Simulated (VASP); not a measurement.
Here is a VASP 6.6.1 calculation.

Contents of POSCAR:

```
Ni3Ge
1.0
    3.6915846538      0.0000000000      0.0000000000
    0.0000000000      3.6915846538      0.0000000000
    0.0000000000      0.0000000000      3.3555063986
Ni Ge
3 1
Direct
    0.5000000000      0.0000000000      0.5000000000
    0.0000000000      0.5000000000      0.5000000000
    0.5000000000      0.5000000000      0.0000000000
    0.0000000000      0.0000000000      0.0000000000
```

File INCAR.step1:

```
SYSTEM = Ni3Ge
PREC     = Accurate       ! precision mode
ENCUT    = 520            ! plane-wave cutoff, eV
ISMEAR   = 0              ! smearing method
SIGMA    = 0.1            ! smearing width, eV
LREAL    = .False.        ! projectors in reciprocal space
LASPH    = .True.         ! aspherical terms in the spheres
NELM     = 60             ! most SCF steps
NBANDS   = 30             ! bands
GGA      = PE             ! functional
ALGO     = Normal         ! electronic algorithm
EDIFF    = 1E-4           ! SCF threshold, eV
LWAVE    = .True.         ! write WAVECAR
LCHARG   = .False.        ! write CHGCAR
```

Contents of INCAR.step2:

```
SYSTEM = Ni3Ge
PREC     = Accurate       ! precision mode
ENCUT    = 520            ! plane-wave cutoff, eV
EDIFF    = 1E-6           ! SCF threshold, eV
ISMEAR   = 0              ! smearing method
SIGMA    = 0.1            ! smearing width, eV
LREAL    = .False.        ! projectors in reciprocal space
LASPH    = .True.         ! aspherical terms in the spheres
NELM     = 60             ! most SCF steps
ALGO     = Normal         ! electronic algorithm
ISIF     = 2              ! what is computed and relaxed
LWAVE    = .False.        ! write WAVECAR
LCHARG   = .False.        ! write CHGCAR
METAGGA  = R2SCAN         ! meta-GGA
LMIXTAU  = .True.       
NBANDS   = 30             ! bands
ISTART   = 1
```

Contents of KPOINTS:

```
Automatic mesh
0
Gamma
  14 14 14
  0 0 0
```

Potentials or basis: VASP PAW PBE potentials, release 64 (Ni, Ge_d).

The run is started by

```bash
$ cat potpaw_PBE.64/Ni/POTCAR potpaw_PBE.64/Ge_d/POTCAR > POTCAR
$ cp INCAR.step1 INCAR
$ mpirun -np 1 vasp_std > vasp.out
$ cp INCAR.step2 INCAR
$ mpirun -np 1 vasp_std > vasp.out
```

Q: Estimate the pressure.

A: -6.4 GPa.

Q: Estimate the band gap on the k mesh.

A: Zero (bands 22 and 23 overlap by 0.45 eV).

Stress tensor (GPa, compression positive):
```
-9.61  0.00  0.00
 0.00 -9.61  0.00
 0.00  0.00  0.03
```

Caveat: the cell differs from its parent crystal (biaxial strain in the a-b plane: +4.5 %, then relaxed in part); the stress differs along the axes, from -10 to 0 GPa; the PAW data sets were made with another functional, which shifts forces and pressure a little. Spin polarisation is off, so any magnetic state and its effect on volume and gap are missing.
